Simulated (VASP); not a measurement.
Set up this calculation in VASP 6.6.1, as the native input.

```
Task                   : single point
Functional             : PBE
Potentials or basis    : VASP PAW PBE potentials, release 64 (Rb_sv, Hf_pv, Cl)
Cutoff                 : 520 eV
k mesh                 : 4 × 4 × 2
Occupations            : gaussian, width 0.1 eV
Spin                   : no spin polarisation
Dipole correction      : no
Further INCAR settings : ALGO = Normal; EDIFF = 1e-07; NBANDS = 36
```

The structure of RbHfCl5 lies in POSCAR:

```
RbHfCl5
1.0
    4.5744710786      0.0000000000      0.0000000000
    0.0000000000      4.5744710786      0.0000000000
    0.0000000000      0.0000000000      8.2876763293
Rb Hf Cl
1 1 5
Direct
    0.0000000000      0.0000000000      0.5000000000
    0.5000000000      0.5000000000      0.0000000000
    0.0000000000      0.5000000000      0.2148609083
    0.0000000000      0.5000000000      0.7851390917
    0.5000000000      0.0000000000      0.2148609083
    0.5000000000      0.0000000000      0.7851390917
    0.0000000000      0.0000000000      0.0000000000
```

The cell was generated, and may not be a known phase.

These files were run (other wordings do the same):

INCAR

```
PREC = Accurate
ENCUT = 520
EDIFF = 1E-7
ISMEAR = 0
SIGMA = 0.1
LREAL = False
LASPH = True
NELM = 60
ALGO = Normal
ISIF = 2
LWAVE = False
LCHARG = False
GGA = PE
NBANDS = 36
```

KPOINTS

```
regular mesh
0
Gamma
  4 4 2
```

Potentials or basis: VASP PAW PBE potentials, release 64 (Rb_sv, Hf_pv, Cl).

Launch:

```console
$ cat potpaw_PBE.64/Rb_sv/POTCAR potpaw_PBE.64/Hf_pv/POTCAR potpaw_PBE.64/Cl/POTCAR > POTCAR
$ mpirun -np 1 vasp_std > vasp.out
```

It gave:

The pressure is -0.3 GPa, the largest force is 0.041 eV/Å and the band gap on the k mesh is 0.22 eV (least direct gap 0.49 eV).

Caveat: semilocal functionals underestimate gaps, and a narrow one can read as zero; spin-orbit coupling is left out, which moves the levels of the heavy elements.

Wall time 2.2 min on 1 thread of Oxide Virtual Turin-like Processor (shared host), peak memory 0.27 GiB.
